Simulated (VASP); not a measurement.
Write the native input for VASP 6.6.1 that does the following.

- Task: single point
- Functional: PBEsol
- Potentials or basis: VASP PAW PBE potentials, release 64 (K_sv)
- Cutoff: 520 eV
- k mesh: 14 × 14 × 14
- Occupations: gaussian, width 0.15 eV
- Spin: no spin polarisation
- Dipole correction: no
- Further INCAR settings: ALGO = Normal; EDIFF = 1e-06; NBANDS = 10

The structure of K lies in POSCAR:

```
K
1.0
   -2.5394600000      2.5394600000      2.6180000000
    2.5394600000     -2.5394600000      2.6180000000
    2.5394600000      2.5394600000     -2.6180000000
K
1
Direct
    0.0000000000      0.0000000000      0.0000000000
```

This cell differs from its parent crystal: strain -0.030 along x and y, +0.000 along z.

One way to write it, as run:

INCAR

```
SYSTEM = K
ALGO = Normal ; EDIFF = 1E-6
ENCUT = 520 ; GGA = PS
ISIF = 2 ; ISMEAR = 0
LASPH = .True. ; LCHARG = .False.
LREAL = .False. ; LWAVE = .False.
NBANDS = 10 ; NELM = 100
PREC = Accurate ; SIGMA = 0.15
```

KPOINTS

```
k-points
0
Gamma
  14 14 14
  0 0 0
```

Potentials or basis: VASP PAW PBE potentials, release 64 (K_sv).

Launch:

```bash
$ cat potpaw_PBE.64/K_sv/POTCAR > POTCAR
$ mpirun -np 1 vasp_std > vasp.out
```

Results of the run:

```
Pressure : 0.2 GPa
```

Caveat: the cell differs from its parent crystal (strain -0.030 along x and y, +0.000 along z); the PAW data sets were made with another functional, which shifts forces and pressure a little.

Run time: 43 s on 1 thread of Intel(R) Xeon(R) 6975P-C (Granite Rapids), with other jobs on the host, peak memory 0.31 GiB.
